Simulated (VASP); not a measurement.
## Rh: relaxation of cell and atoms with RPBE+D4

The system is Rh.

```
Rh
1.0
     0.00000    1.89785    1.89785
     1.89785    0.00000    1.89785
     1.89785    1.89785    0.00000
Rh
1
Direct
  0.00000 0.00000 0.00000
```

| Quantity | Value |
| --- | --- |
| Program | VASP 6.6.1 |
| Task | relaxation of cell and atoms |
| Functional | RPBE |
| Dispersion | D4 |
| Potentials or basis | VASP PAW PBE potentials, release 64 (Rh_pv) |
| Cutoff | 600 eV |
| k mesh | 12 × 12 × 12 |
| Occupations | fermi-dirac, width 0.05 eV |
| Spin | no spin polarisation |
| Dipole correction | no |
| Further INCAR settings | ALGO = Normal; EDIFF = 1e-06; IBRION = 2; EDIFFG = -0.01; NSW = 60; ISIF = 3 |

```json
{
  "Relaxed volume": "13.39 Å³/atom",
  "Relaxed cell": "a = 2.665 Å, b = 2.665 Å, c = 2.665 Å, α = 60.00°, β = 60.00°, γ = 60.00°",
  "Space group after relaxing (to 0.1 Å)": "Fm-3m (No. 225)",
  "Energy gained by relaxing": "5.2 meV/atom",
  "Ionic steps": "4",
  "Pressure after relaxing": "0.1 GPa",
  "Band gap on the k mesh": "zero (an odd number of electrons rules out a gap without spin polarisation)",
  "Dispersion energy per atom": "-1.678 eV"
}
```

The path:
```tsv
step	energy change (eV)	largest force (eV/Å)	pressure (GPa)	volume (Å³)
1	0.0000	0.0000	-5.73	13.67
2	0.0285	0.0000	17.21	12.73
3	-0.0052	0.0000	-0.16	13.40
4	-0.0052	0.0000	0.06	13.39
```

Final structure:
```cif
data_structure
_symmetry_space_group_name_H-M 'P 1'
_symmetry_Int_Tables_number 1
_cell_length_a 2.6653
_cell_length_b 2.6653
_cell_length_c 2.6653
_cell_angle_alpha 60.000
_cell_angle_beta 60.000
_cell_angle_gamma 60.000
_cell_volume 13.39
loop_
_atom_site_label
_atom_site_type_symbol
_atom_site_fract_x
_atom_site_fract_y
_atom_site_fract_z
_atom_site_occupancy
Rh1 Rh 0.00000 0.00000 0.00000 1
```

Levels at points of the mesh, in eV from the Fermi level:
| k point | band 4 | band 5 | band 6 | band 7 | band 8 | band 9 | band 10 | band 11 |
| --- | --- | --- | --- | --- | --- | --- | --- | --- |
| (0.00, 0.00, 0.00) | -8.13 | -3.22 | -3.22 | -3.22 | -1.06 | -1.06 | 15.98 | 20.47 |
| (0.50, 0.00, 0.00) | -6.34 | -3.31 | -3.31 | 0.57 | 0.57 | 0.72 | 8.93 | 15.49 |
| (0.50, 0.50, 0.00) | -6.58 | -6.20 | 0.54 | 1.01 | 1.01 | 3.32 | 12.62 | 13.52 |

Run time: 19 s on 1 thread of Intel(R) Xeon(R) Platinum 8488C (Sapphire Rapids), with other jobs on the host, peak memory 0.15 GiB.

Caveat: the PAW data sets were made with another functional, which shifts forces and pressure a little.
